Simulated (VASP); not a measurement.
Runs of VASP 6.6.1 on K. The structure is that of space group Im-3m (No. 229), or close to it. The cells are those of the table. 

```tsv
task	cell	k mesh	cutoff (eV)	smearing	gap on the mesh (eV)	pressure (GPa)	relaxed volume (Å³/atom)
single point	a = 4.372 Å, angles 109.5°, 1 atom	16 × 16 × 16	520	gaussian 0.1 eV	none	0.0	-
single point	a = 4.535 Å, angles 109.5°, 1 atom	6 × 6 × 6	520	gaussian 0.1 eV	none	-0.4	-
relaxation of cell and atoms	relaxed from a = 4.372 Å, angles 109.5°, 1 atom	16 × 16 × 16	600	fermi-dirac 0.15 eV	none	0.0	(a)
single point	a = 4.372 Å, angles 109.5°, 1 atom	16 × 16 × 16	520	fermi-dirac 0.15 eV	none	0.0	-
relaxation of cell and atoms	relaxed from a = 4.372 Å, angles 109.5°, 1 atom	16 × 16 × 16	600	gaussian 0.1 eV	none	0.0	64.14
relaxation of cell and atoms	relaxed from a = 4.535 Å, angles 109.5°, 1 atom	16 × 16 × 16	600	gaussian 0.1 eV	none	0.0	64.09
```

Alike in all rows: level LDA; potentials or basis VASP PAW LDA potentials, release 64 (K_sv); no spin polarisation.

Q: Estimate the missing entries.

A: (a) 64.33.

A gap of «none» marks levels without a gap at the run's occupations.
